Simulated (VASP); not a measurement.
## Al9H: single point with PBE

Al9H, a slab with vacuum:

```xyz
10
Lattice="2.8543 0.0000 0.0000 -1.4272 9.7033 0.0000 0.0000 0.0000 21.7903" Properties=species:S:1:pos:R:3 pbc="T T T"
Al    1.4272    0.6297    4.0000
Al    1.4272    3.3179    4.9960
Al    0.0000    5.7962    5.1952
Al    1.4272    8.2746    5.3944
Al    0.0003    1.2395    6.4001
Al   -0.0073    3.9228    7.5233
Al    1.4243    6.4014    7.6799
Al   -0.0084    8.8410    7.8611
Al    1.4323    1.7608    8.7903
H     2.5027    9.0383   11.3603
```

```json
{
  "Program": "VASP 6.6.1",
  "Task": "single point",
  "Functional": "PBE",
  "Potentials or basis": "VASP PAW PBE potentials, release 64 (Al, H)",
  "Cutoff": "520 eV",
  "k mesh": "9 × 3 × 1",
  "Occupations": "gaussian, width 0.1 eV",
  "Spin": "no spin polarisation"
}
```

The largest force is 0.400 eV/Å. The band gap on the k mesh is zero (bands 14 and 15 overlap by 0.87 eV).

Forces in eV/Å, atoms in the order of the input:
```
Al   0.013  0.139  0.026
Al   0.004  0.079 -0.013
Al  -0.009 -0.002 -0.016
Al  -0.004 -0.159 -0.234
Al  -0.022 -0.011  0.005
Al   0.011  0.094  0.056
Al   0.005 -0.096  0.044
Al  -0.012 -0.067  0.292
Al  -0.020 -0.106  0.216
H    0.032  0.128 -0.377
```

Levels at points of the mesh, in eV from the Fermi level:
```tsv
k point	band 10	band 11	band 12	band 13	band 14	band 15	band 16	band 17	band 18	band 19
(0.00, 0.00, 0.00)	-2.26	-1.86	-1.73	-1.42	-1.18	-0.56	1.04	2.00	2.15	2.61
```

Wall time 9 min on 1 thread of Intel(R) Xeon(R) 6975P-C (Granite Rapids), on a shared host, peak memory 0.72 GiB.
